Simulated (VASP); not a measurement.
# SrTiO3 (Pm-3m) in VASP: further runs, part 2 of 2

VASP 6.6.1.

**3. Single point, PBE, collinear spin**

This run uses another cell than the first one, of 11.98 Å³/atom.

File INCAR:

```
PREC = Accurate
ENCUT = 520
EDIFF = 1E-6
ISMEAR = 0
SIGMA = 0.1
LREAL = F
LASPH = T
NELM = 150
ALGO = Normal
ISIF = 2
LWAVE = F
LCHARG = F
ISPIN = 2
MAGMOM = 0 1 0 0 0
LORBIT = 11
LMAXMIX = 4
GGA = PE
NBANDS = 32
```

File KPOINTS:

```
Automatic mesh
0
Gamma
  6 6 6
```

File POSCAR:

```
SrTiO3
1.0
    3.9127013100      0.0000000000      0.0000000000
    0.0000000000      3.9127013100      0.0000000000
    0.0000000000      0.0000000000      3.9127013100
Sr Ti O
1 1 3
Direct
    0.0000000000      0.0000000000      0.0000000000
    0.5000000000      0.5000000000      0.5000000000
    0.5000000000      0.0000000000      0.5000000000
    0.5000000000      0.5000000000      0.0000000000
    0.0000000000      0.5000000000      0.5000000000
```

Potentials or basis: VASP PAW PBE potentials, release 64 (Sr_sv, Ti_sv, O).

Started as:

```bash
$ cat potpaw_PBE.64/Sr_sv/POTCAR potpaw_PBE.64/Ti_sv/POTCAR potpaw_PBE.64/O/POTCAR > POTCAR
$ mpirun -np 1 vasp_std > vasp.out
```

OUTCAR:

```text
PREC = Accurate
   ENCUT = 520
   EDIFF = 1E-6
   ISMEAR = 0
   LREAL = F
   LASPH = T
   NELM = 150
   ISIF = 2
   ISPIN = 2
   LORBIT = 11
   GGA = PE

 ion  position               nearest neighbor table
   1  0.000  0.000  0.000-   3 2.77   4 2.77   5 2.77   3 2.77   5 2.77   4 2.77   5 2.77   5 2.77
                             3 2.77   4 2.77   3 2.77   4 2.77   2 3.39   2 3.39   2 3.39   2 3.39
   2  0.500  0.500  0.500-   3 1.96   4 1.96   5 1.96   4 1.96   3 1.96   5 1.96   1 3.39   1 3.39
                             1 3.39   1 3.39   1 3.39   1 3.39   1 3.39   1 3.39
   3  0.500  0.000  0.500-   2 1.96   2 1.96   1 2.77   1 2.77   1 2.77   1 2.77
   4  0.500  0.500  0.000-   2 1.96   2 1.96   1 2.77   1 2.77   1 2.77   1 2.77
   5  0.000  0.500  0.500-   2 1.96   2 1.96   1 2.77   1 2.77   1 2.77   1 2.77

  LATTYP: Found a simple cubic cell.
 ALAT       =     3.9127013100

  Lattice vectors:

 A1 = (   3.9127013100,   0.0000000000,   0.0000000000)
 A2 = (   0.0000000000,   3.9127013100,   0.0000000000)
 A3 = (   0.0000000000,   0.0000000000,   3.9127013100)

Analysis of symmetry for initial positions (statically):
=====================================================================
 Subroutine PRICEL returns:
[... 1607 lines left out ...]
  Total        1.4450504      1.4450504      1.4450504      0.0000000     -0.0000000      0.0000000
  in kB       38.6512448     38.6512448     38.6512448      0.0000000     -0.0000000      0.0000000
  external PRESSURE =      38.6512448 kB  Pullay stress =       0.0000000 kB

 VOLUME and BASIS-vectors are now :
 -----------------------------------------------------------------------------
  energy-cutoff  :      520.00
  volume of cell :       59.90
      direct lattice vectors                 reciprocal lattice vectors
     3.912701310  0.000000000  0.000000000     0.255577904  0.000000000  0.000000000
     0.000000000  3.912701310  0.000000000     0.000000000  0.255577904  0.000000000
     0.000000000  0.000000000  3.912701310     0.000000000  0.000000000  0.255577904

 POSITION                                       TOTAL-FORCE (eV/Angst)
 -----------------------------------------------------------------------------------
      0.00000      0.00000      0.00000         0.000000      0.000000      0.000000
      1.95635      1.95635      1.95635         0.000000      0.000000      0.000000
      1.95635      0.00000      1.95635         0.000000      0.000000      0.000000
      1.95635      1.95635      0.00000         0.000000      0.000000      0.000000
      0.00000      1.95635      1.95635         0.000000      0.000000      0.000000
 -----------------------------------------------------------------------------------
    total drift:                                0.000000      0.000000     -0.000000

  FREE ENERGIE OF THE ION-ELECTRON SYSTEM (eV)
  ---------------------------------------------------
  free  energy   TOTEN  =       -40.0861005538 eV

  energy  without entropy=      -40.0861005538  energy(sigma->0) =      -40.08610055

 total charge

# of ion       s       p       d       tot
------------------------------------------
    1        1.998   5.795   0.199   7.993
    2        2.229   6.316   1.754  10.299
    3        1.564   3.491   0.000   5.055
    4        1.564   3.491   0.000   5.055
    5        1.564   3.491   0.000   5.055
--------------------------------------------------
tot          8.921  22.583   1.953  33.457

 magnetization (x)

# of ion       s       p       d       tot
------------------------------------------
    1        0.000  -0.000  -0.000   0.000
    2        0.000  -0.000  -0.000  -0.000
    3        0.000  -0.000   0.000   0.000
    4        0.000  -0.000   0.000   0.000
    5        0.000  -0.000   0.000   0.000
--------------------------------------------------
tot          0.000  -0.000  -0.000  -0.000
```

OSZICAR:

```text
N       E                     dE             d eps       ncg     rms          rms(c)
DAV:   1     0.404485368413E+03    0.40449E+03   -0.20516E+04  2560   0.137E+03
DAV:   2    -0.919826205569E+01   -0.41368E+03   -0.38920E+03  2816   0.395E+02
DAV:   3    -0.483571885115E+02   -0.39159E+02   -0.38740E+02  3680   0.118E+02
DAV:   4    -0.501795757720E+02   -0.18224E+01   -0.18186E+01  3568   0.209E+01
DAV:   5    -0.502186423600E+02   -0.39067E-01   -0.39063E-01  3344   0.266E+00    0.276E+01
DAV:   6    -0.403612051998E+02    0.98574E+01   -0.33139E+01  3320   0.565E+01    0.146E+01
DAV:   7    -0.401822018318E+02    0.17900E+00   -0.54022E+00  3016   0.190E+01    0.111E+01
DAV:   8    -0.401696785534E+02    0.12523E-01   -0.11942E+00  2984   0.113E+01    0.319E+00
DAV:   9    -0.401061436680E+02    0.63535E-01   -0.26311E-01  3456   0.437E+00    0.172E+00
DAV:  10    -0.400888823490E+02    0.17261E-01   -0.27976E-02  3280   0.153E+00    0.700E-01
DAV:  11    -0.400859828603E+02    0.28995E-02   -0.12036E-02  3136   0.118E+00    0.205E-01
DAV:  12    -0.400860633509E+02   -0.80491E-04   -0.11253E-03  2920   0.230E-01    0.111E-01
DAV:  13    -0.400860841655E+02   -0.20815E-04   -0.13568E-04  3136   0.115E-01    0.635E-02
DAV:  14    -0.400861048182E+02   -0.20653E-04   -0.47265E-05  3544   0.544E-02    0.304E-02
DAV:  15    -0.400861002952E+02    0.45230E-05   -0.16200E-05  3024   0.498E-02    0.118E-02
DAV:  16    -0.400861005538E+02   -0.25859E-06   -0.22877E-06  2600   0.177E-02
   1 F= -.40086101E+02 E0= -.40086101E+02  d E =-.115224E-16  mag=     0.0000
```

stdout:

```text
POSCAR found type information on POSCAR SrTiO
 POSCAR found :  3 types and       5 ions
 scaLAPACK will be used
 LDA part: xc-table for (Slater+PW92), standard interpolation
 POSCAR, INCAR and KPOINTS ok, starting setup
 FFT: planning ... GRIDC
 FFT: planning ... GRID_SOFT
 FFT: planning ... GRID
 WAVECAR not read
 entering main loop
```

Run time: 53 s. Hardware: 1 thread of Intel Xeon 6975P-C (Granite Rapids), shared host; peak memory 0.22 GiB.

Results:

- Free energy: -40.0861 eV
- Pressure: 3.9 GPa
- Band gap on the k mesh: 1.84 eV (least direct gap 2.20 eV)
- Net moment: 0.00 μB per cell
- Valence electrons inside the program's atomic spheres: Sr 7.99; Ti 10.30; O 5.05

Levels at points of the mesh, in eV from the valence-band top:
Spin up:
```csv
k point,band 17,band 18,band 19,band 20,band 21,band 22,band 23,band 24
"(0.00, 0.00, 0.00)",-1.16,-0.36,-0.36,-0.36,1.84,1.84,1.84,4.26
"(0.50, 0.00, 0.00)",-2.34,-1.97,-0.73,-0.73,2.01,3.75,3.75,4.28
"(0.50, 0.50, 0.00)",-1.73,-1.56,-1.56,-0.09,3.76,3.76,4.21,5.24
"(0.50, 0.50, 0.50)",-3.72,0.00,0.00,0.00,4.42,4.42,4.42,6.92
```
Spin down:
| k point | band 18 | band 19 | band 20 | band 21 | band 22 | band 23 |
| --- | --- | --- | --- | --- | --- | --- |
| (0.00, 0.00, 0.00) | -0.36 | -0.36 | -0.36 | 1.84 | 1.84 | 1.84 |
| (0.50, 0.00, 0.00) | -1.97 | -0.73 | -0.73 | 2.01 | 3.75 | 3.75 |
| (0.50, 0.50, 0.00) | -1.56 | -1.56 | -0.09 | 3.76 | 3.76 | 4.21 |
| (0.50, 0.50, 0.50) | 0.00 | 0.00 | 0.00 | 4.42 | 4.42 | 4.42 |

Caveat: the cell stands under pressure.

**4. Relaxation of cell and atoms, PBE**

This run uses another cell than the first one, of 11.98 Å³/atom.

File INCAR:

```
SYSTEM = SrTiO3
PREC = Accurate
ENCUT = 600
EDIFF = 1E-7
ISMEAR = 0
SIGMA = 0.02
LREAL = .False.
LASPH = .True.
NELM = 60
ALGO = Normal
ISIF = 3
LWAVE = .False.
LCHARG = .False.
GGA = PE
IBRION = 2
NSW = 100
EDIFFG = -0.01
```

File KPOINTS:

```
regular mesh
0
Gamma
  8 8 8
  0 0 0
```

POSCAR is that of step 3.

Potentials or basis: VASP PAW PBE potentials, release 64 (Sr_sv, Ti_sv, O).

Started as:

```bash
$ cat potpaw_PBE.64/Sr_sv/POTCAR potpaw_PBE.64/Ti_sv/POTCAR potpaw_PBE.64/O/POTCAR > POTCAR
$ mpirun -np 1 vasp_std > vasp.out
```

OUTCAR:

```text
SYSTEM = SrTiO3
   PREC = Accurate
   ENCUT = 600
   EDIFF = 1E-7
   ISMEAR = 0
   LREAL = .False.
   LASPH = .True.
   NELM = 60
   ISIF = 3
   GGA = PE
   IBRION = 2
   NSW = 100
   EDIFFG = -0.01

 ion  position               nearest neighbor table
   1  0.000  0.000  0.000-   3 2.77   4 2.77   5 2.77   3 2.77   5 2.77   4 2.77   5 2.77   5 2.77
                             3 2.77   4 2.77   3 2.77   4 2.77   2 3.39   2 3.39   2 3.39   2 3.39
   2  0.500  0.500  0.500-   3 1.96   4 1.96   5 1.96   4 1.96   3 1.96   5 1.96   1 3.39   1 3.39
                             1 3.39   1 3.39   1 3.39   1 3.39   1 3.39   1 3.39
   3  0.500  0.000  0.500-   2 1.96   2 1.96   1 2.77   1 2.77   1 2.77   1 2.77
   4  0.500  0.500  0.000-   2 1.96   2 1.96   1 2.77   1 2.77   1 2.77   1 2.77
   5  0.000  0.500  0.500-   2 1.96   2 1.96   1 2.77   1 2.77   1 2.77   1 2.77

  LATTYP: Found a simple cubic cell.
 ALAT       =     3.9127013100

  Lattice vectors:

 A1 = (   3.9127013100,   0.0000000000,   0.0000000000)
 A2 = (   0.0000000000,   3.9127013100,   0.0000000000)
 A3 = (   0.0000000000,   0.0000000000,   3.9127013100)

Analysis of symmetry for initial positions (statically):
=====================================================================
 Subroutine PRICEL returns:
 Original cell was already a primitive cell.

 Routine SETGRP: Setting up the symmetry group for a
 simple cubic supercell.

 Subroutine GETGRP returns: Found 48 space group operations
 (whereof 48 operations were pure point group operations)
 out of a pool of 48 trial point group operations.

The static configuration has the point symmetry O_h .

Analysis of symmetry for dynamics (positions and initial velocities):
=====================================================================
 Subroutine PRICEL returns:
 Original cell was already a primitive cell.

 Routine SETGRP: Setting up the symmetry group for a
 simple cubic supercell.

 Subroutine GETGRP returns: Found 48 space group operations
 (whereof 48 operations were pure point group operations)
[... 138 lines left out ...]
   LRPA    =     F    only Hartree local field effects (RPA)
 conjugate gradient relaxation of ions
 non-spin polarized calculation
 Gauss-broadening in eV      SIGMA  =   0.02
  energy-cutoff  :      600.00
  volume of cell :       59.90
 maximum number of plane-waves:      2021
 NGX is ok and might be reduce to    32
   NGX = 15   NGY = 15   NGZ = 15

--------------------------------------- Ionic step        1  -------------------------------------------

 number of electron      39.9999977 magnetization

 Free energy of the ion-electron system (eV)
  ---------------------------------------------------
  ext. energy  EPLUGINS =         0.00000000
  ---------------------------------------------------
  free energy    TOTEN  =       -40.09347549 eV

  energy without entropy =      -40.09347549  energy(sigma->0) =      -40.09347549

------------------------ aborting loop because EDIFF is reached ----------------------------------------

  FORCE on cell =-STRESS in cart. coord.  units (eV):
  Direction    XX          YY          ZZ          XY          YZ          ZX
  --------------------------------------------------------------------------------------
  -------------------------------------------------------------------------------------
  Total        1.3733367      1.3733367      1.3733367      0.0000000      0.0000000      0.0000000
  in kB       36.7330937     36.7330937     36.7330937      0.0000000      0.0000000      0.0000000
  external PRESSURE =      36.7330937 kB  Pullay stress =       0.0000000 kB
[... 65 lines left out ...]
--------------------------------------- Ionic step        3  -------------------------------------------

 number of electron      39.9999974 magnetization

 Free energy of the ion-electron system (eV)
  ---------------------------------------------------
  ext. energy  EPLUGINS =         0.00000000
  ---------------------------------------------------
  free energy    TOTEN  =       -40.10765125 eV

  energy without entropy =      -40.10765125  energy(sigma->0) =      -40.10765125

 E-fermi :   4.1525     XC(G=0): -11.1299

 val. band max:        3.9468759054   @ k =   0.5000   0.5000   0.5000
 cond. band min:       5.7537344649   @ k =   0.0000   0.0000   0.0000
 fundamental gap:      1.8068585595
 Fermi energy:         4.1525273035

 k-point     1 :       0.0000    0.0000    0.0000
  band No.  band energies     occupation
      1     -52.6266      2.00000
      2     -28.9253      2.00000
      3     -28.8563      2.00000
      4     -28.8563      2.00000
      5     -28.8563      2.00000
      6     -13.3841      2.00000
[... 637 lines left out ...]
     23       7.9488      0.00000
     24       9.4623      0.00000

 [... further k-points ...]

------------------------ aborting loop because EDIFF is reached ----------------------------------------

  FORCE on cell =-STRESS in cart. coord.  units (eV):
  Direction    XX          YY          ZZ          XY          YZ          ZX
  --------------------------------------------------------------------------------------
  -------------------------------------------------------------------------------------
  Total       -0.0023500     -0.0023500     -0.0023500     -0.0000000     -0.0000000     -0.0000000
  in kB       -0.0615591     -0.0615591     -0.0615591     -0.0000000     -0.0000000     -0.0000000
  external PRESSURE =      -0.0615591 kB  Pullay stress =       0.0000000 kB
[... 20 lines left out ...]
  FREE ENERGIE OF THE ION-ELECTRON SYSTEM (eV)
  ---------------------------------------------------
  free  energy   TOTEN  =       -40.1076512456 eV

  energy  without entropy=      -40.1076512456  energy(sigma->0) =      -40.10765125

 reached required accuracy - stopping structural energy minimisation
```

OSZICAR:

```text
N       E                     dE             d eps       ncg     rms          rms(c)
DAV:   1     0.488277445508E+03    0.48828E+03   -0.23790E+04  1680   0.206E+03
DAV:   2     0.829765015979E+01   -0.47998E+03   -0.47219E+03  1904   0.531E+02
DAV:   3    -0.478123389973E+02   -0.56110E+02   -0.54914E+02  2424   0.164E+02
[... 35 lines left out ...]
DAV:   6    -0.401073520129E+02   -0.58320E-03   -0.98809E-04  2408   0.178E-01    0.114E-01
DAV:   7    -0.401076273044E+02   -0.27529E-03   -0.53842E-04  2576   0.157E-01    0.153E-02
DAV:   8    -0.401076489034E+02   -0.21599E-04   -0.11841E-04  2768   0.556E-02    0.960E-03
DAV:   9    -0.401076510416E+02   -0.21382E-05   -0.64508E-06  2264   0.185E-02    0.363E-03
DAV:  10    -0.401076512932E+02   -0.25160E-06   -0.54451E-07  1928   0.603E-03    0.746E-04
DAV:  11    -0.401076512456E+02    0.47594E-07   -0.32538E-08   912   0.148E-03
   3 F= -.40107651E+02 E0= -.40107651E+02  d E =-.141758E-01
```

CONTCAR:

```text
SrTiO3
   1.00000000000000
     3.9400026253967733    0.0000000000000000    0.0000000000000000
     0.0000000000000000    3.9400026253967733   -0.0000000000000000
    -0.0000000000000000    0.0000000000000000    3.9400026253967733
  Sr              Ti              O
     1     1     3
Direct
     0.0000000000000000    0.0000000000000000    0.0000000000000000
     0.5000000000000000    0.5000000000000000    0.5000000000000000
     0.5000000000000000    0.0000000000000000    0.5000000000000000
     0.5000000000000000    0.5000000000000000    0.0000000000000000
     0.0000000000000000    0.5000000000000000    0.5000000000000000

  0.00000000E+00  0.00000000E+00  0.00000000E+00
  0.00000000E+00  0.00000000E+00  0.00000000E+00
  0.00000000E+00  0.00000000E+00  0.00000000E+00
  0.00000000E+00  0.00000000E+00  0.00000000E+00
  0.00000000E+00  0.00000000E+00  0.00000000E+00
```

It took 68 s on 1 thread of Intel Xeon 6975P-C (Granite Rapids), shared host; peak memory 0.22 GiB.

Results:

```
Free energy                           : -40.1077 eV
Relaxed volume                        : 12.23 Å³/atom
Relaxed cell                          : a = 3.940 Å, b = 3.940 Å, c = 3.940 Å, α = 90.00°, β = 90.00°, γ = 90.00°
Space group after relaxing (to 0.1 Å) : Pm-3m (No. 221)
Energy gained by relaxing             : 2.8 meV/atom
Ionic steps                           : 3
Pressure after relaxing               : 0.0 GPa
Band gap on the k mesh                : 1.81 eV (least direct gap 2.18 eV)
```

The path:
| step | energy change (eV) | largest force (eV/Å) | pressure (GPa) | volume (Å³) |
| --- | --- | --- | --- | --- |
| 1 | 0.0000 | 0.0000 | 3.67 | 59.90 |
| 2 | -0.0031 | 0.0000 | -3.02 | 62.31 |
| 3 | -0.0142 | 0.0000 | -0.01 | 61.16 |

Final structure:
```
CELL_PARAMETERS angstrom
3.94000 0.00000 0.00000
0.00000 3.94000 0.00000
0.00000 0.00000 3.94000
ATOMIC_POSITIONS crystal
Sr 0.00000 0.00000 0.00000
Ti 0.50000 0.50000 0.50000
O 0.50000 0.00000 0.50000
O 0.50000 0.50000 0.00000
O 0.00000 0.50000 0.50000
```

A k mesh can miss the band edges.

**5. Summary**

```tsv
task	spin	cell	k mesh	cutoff (eV)	smearing	gap on the mesh (eV)	pressure (GPa)
single point	off	a = 3.936 Å, 5 atoms	8 × 8 × 8	520	gaussian 0.02 eV	1.81	0.7
single point	collinear	a = 3.913 Å, 5 atoms	6 × 6 × 6	520	gaussian 0.1 eV	1.84	3.9
relaxation of cell and atoms	off	relaxed from a = 3.913 Å, 5 atoms	8 × 8 × 8	600	gaussian 0.02 eV	1.81	0.0
```

Alike in all rows: level PBE; potentials or basis VASP PAW PBE potentials, release 64 (Sr_sv, Ti_sv, O).

Caveats: the cell stands under pressure (at least some runs).

Total energies depend on the potentials used, so only differences within one code and one set of settings carry meaning.
